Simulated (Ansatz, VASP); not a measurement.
FeO: VASP beside Ansatz

```
CELL_PARAMETERS angstrom
0.00000 1.98297 2.24162
1.98297 0.00000 2.24162
1.98297 1.98297 0.00000
ATOMIC_POSITIONS crystal
Fe 0.00000 0.00000 0.00000
O 0.50000 0.50000 0.50000
```

Change from the starting cell: strain -0.080 along x and y, +0.040 along z, atoms carried along.

Alike in both runs: task single point; functional PBE; k mesh 20 × 20 × 20; occupations gaussian, width 0.15 eV; collinear spin.

|  | VASP | Ansatz |
| --- | --- | --- |
| version | VASP 6.6.1 | Ansatz 0.2.0 |
| potentials or method | VASP PAW PBE potentials, release 64 (Fe, O), cutoff 600 eV | scalar-relativistic, plane waves, PAW |
| valence electrons in the cell | 14 | 22 |

Ansatz gave:

```
gap on the k mesh at the Fermi level (eV)                     : none
pressure (GPa)                                                : 30.9
traceless stress, the component that is largest in VASP (GPa) : -12.98
net moment per atom (μB)                                      : 1.83
size of the moment on the site where the two differ most (μB) : 3.08
```

Task: Estimate VASP's values.

Result: gap on the k mesh at the Fermi level (eV): none; pressure (GPa): 31.5; traceless stress, the component that is largest in VASP (GPa): -13.83; net moment per atom (μB): 1.82; size of the moment on the site where the two differ most (μB): 3.32.

Site moments also hang on the region over which each program counts them. A gap of «none» marks a metal or a gap that the smearing closes. Both programs put the cell under a high pressure, so it lies far from rest at this level. With one functional, cell and mesh, what is left measures potentials, basis and numerics. VASP's potentials hold 14 valence electrons a cell and Ansatz's 22, so a difference there can come from the potentials and not from the codes.
